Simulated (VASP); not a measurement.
Here is a VASP 6.6.1 calculation.

The input INCAR:

```
  PREC = Accurate
  ENCUT = 520
  EDIFF = 1E-7
  ISMEAR = 0
  SIGMA = 0.05
  LREAL = F
  LASPH = T
  NELM = 100
  ALGO = Normal
  ISIF = 2
  LWAVE = F
  LCHARG = T
  GGA = PS
  LELF = T
  LVHAR = T
  NBANDS = 15
```

The input KPOINTS:

```
regular mesh
0
Gamma
  6 6 6
```

File POSCAR:

```
KI
1.0
    4.2911966600      0.0000000000      0.0000000000
    0.0000000000      4.2911966600      0.0000000000
    0.0000000000      0.0000000000      3.9479009272
K I
1 1
Direct
    0.0000000000      0.0000000000      0.0000000000
    0.5000000000      0.5000000000      0.5000000000
```

Potentials or basis: VASP PAW PBE potentials, release 64 (K_sv, I).

The run is started by

```console
$ cat potpaw_PBE.64/K_sv/POTCAR potpaw_PBE.64/I/POTCAR > POTCAR
$ mpirun -np 1 vasp_std > vasp.out
```

Q: Predict the band gap on the k mesh.

A: 2.91 eV, indirect (least direct gap 3.22 eV).

Q: What does it give for the pressure?

A: 0.8 GPa.

Stress tensor (GPa, compression positive):
```
-0.25  0.00  0.00
 0.00 -0.25  0.00
 0.00  0.00  2.77
```

Caveat: the cell differs from its parent crystal (strain +0.000 along x and y, -0.080 along z); the PAW data sets were made with another functional, which shifts forces and pressure a little; spin-orbit coupling is left out, which moves the levels of the heavy elements. A k mesh can miss the band edges.
